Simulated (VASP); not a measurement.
Input of a VASP 6.6.1 run:

INCAR

```
PREC = Accurate
ENCUT = 520
EDIFF = 1E-7
ISMEAR = 0
SIGMA = 0.01
LREAL = Auto
LASPH = T
NELM = 100
ALGO = Normal
ISIF = 2
LWAVE = F
LCHARG = F
GGA = PE
NBANDS = 46
```

KPOINTS

```
regular mesh
0
Gamma
  3 3 3
```

POSCAR

```
BN
1.0
    0.0000000000      3.6246532645     -3.6246532645
    3.6246532645      3.6246532645      0.0000000000
    3.6246532645      0.0000000000     -3.6246532645
B N
8 8
Direct
    0.0000000000      0.0000000000      0.5000000000
    0.0000000000      0.5000000000      0.5000000000
    0.5000000000      0.0000000000      0.5000000000
    0.5000000000      0.5000000000      0.5000000000
    0.0000000000      0.0000000000      1.0000000000
    0.0000000000      0.5000000000      1.0000000000
    0.5000000000      0.0000000000      1.0000000000
    0.5000000000      0.5000000000      1.0000000000
    0.1250000000      0.1250000000      0.1250000000
    0.1250000000      0.6250000000      0.1250000000
    0.6250000000      0.1250000000      0.1250000000
    0.6250000000      0.6250000000      0.1250000000
    0.1250000000      0.1250000000      0.6250000000
    0.1250000000      0.6250000000      0.6250000000
    0.6250000000      0.1250000000      0.6250000000
    0.6250000000      0.6250000000      0.6250000000
```

Potentials or basis: VASP PAW PBE potentials, release 64 (B, N).

Run with:

```bash
$ cat potpaw_PBE.64/B/POTCAR potpaw_PBE.64/N/POTCAR > POTCAR
$ mpirun -np 1 vasp_std > vasp.out
```

Task: Estimate the band gap on the k mesh.

Result: 4.45 eV.

Task: What does it give for the pressure?

Result: 0.3 GPa.

Caveat: the k points lie up to 0.50 Å⁻¹ apart.
